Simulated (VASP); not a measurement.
Here is a VASP 6.6.1 calculation.

The input INCAR:

```
ALGO = Normal ; EDIFF = 1E-6
ENCUT = 500 ; GGA = PE
GGA_COMPAT = False ; ISIF = 2
ISMEAR = -1 ; LASPH = True
LCHARG = False ; LREAL = False
LWAVE = False ; NBANDS = 19
NELM = 120 ; PREC = Accurate
SIGMA = 0.1
```

The input KPOINTS:

```
k-points
0
Gamma
  14 14 14
```

Contents of POSCAR:

```
Zr
1.0
   -2.3347164808      2.3347164808      1.2991157950
    2.3347164808     -2.3347164808      1.2991157950
    2.3347164808      2.3347164808     -1.2991157950
Zr
2
Direct
   -0.3750000000     -0.1250000000     -0.2500000000
    0.3750000000      0.1250000000      0.2500000000
```

Potentials or basis: VASP PAW PBE potentials, release 64 (Zr_sv).

Run with:

```console
$ cat potpaw_PBE.64/Zr_sv/POTCAR > POTCAR
$ mpirun -np 1 vasp_std > vasp.out
```

(1) Predict the band gap on the k mesh.

(2) Predict the pressure.

Answers

(1) zero (band 12 reaches 16.24 eV, above the bottom of band 13 at 13.60 eV).

(2) 103.5 GPa.
